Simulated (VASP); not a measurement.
K, 4 atoms in the cell. It takes space group P6_3/mmc (No. 194, hexagonal). The conventional cell has a = 3.584 Å, b = 3.584 Å, c = 11.479 Å, α = 90.00°, β = 90.00°, γ = 120.00°. K (site symmetry -3m) has 12 K at 3.54 to 3.58 Å within 4.6 Å. Within 4.6 Å of K (site symmetry -6m2) lie 12 K at 3.54 to 3.58 Å. This isn't the form of K at room conditions, which is bcc.

- Program: VASP 6.6.1
- Task: single point
- Functional: PBE
- Potentials or basis: VASP PAW PBE potentials, release 64 (K_sv)
- Cutoff: 520 eV
- k mesh: 6 × 6 × 4
- Occupations: fermi-dirac, width 0.1 eV
- Spin: no spin polarisation
- Dipole correction: no
- Further INCAR settings: ALGO = Normal; EDIFF = 1e-06; NBANDS = 26

Potentials or basis: VASP PAW PBE potentials, release 64 (K_sv).

Command:

```bash
$ cat potpaw_PBE.64/K_sv/POTCAR > POTCAR
$ mpirun -np 1 vasp_std > vasp.out
```

Hardware: 1 thread of AMD EPYC 7R13 Processor (Zen 3), on a shared host.

Q: How long does it take, and how much memory?

A: It took 61 s on 1 thread of AMD EPYC 7R13 Processor (Zen 3), on a shared host, peak memory 0.22 GiB. Counts: scf iterations 13, k points 21.
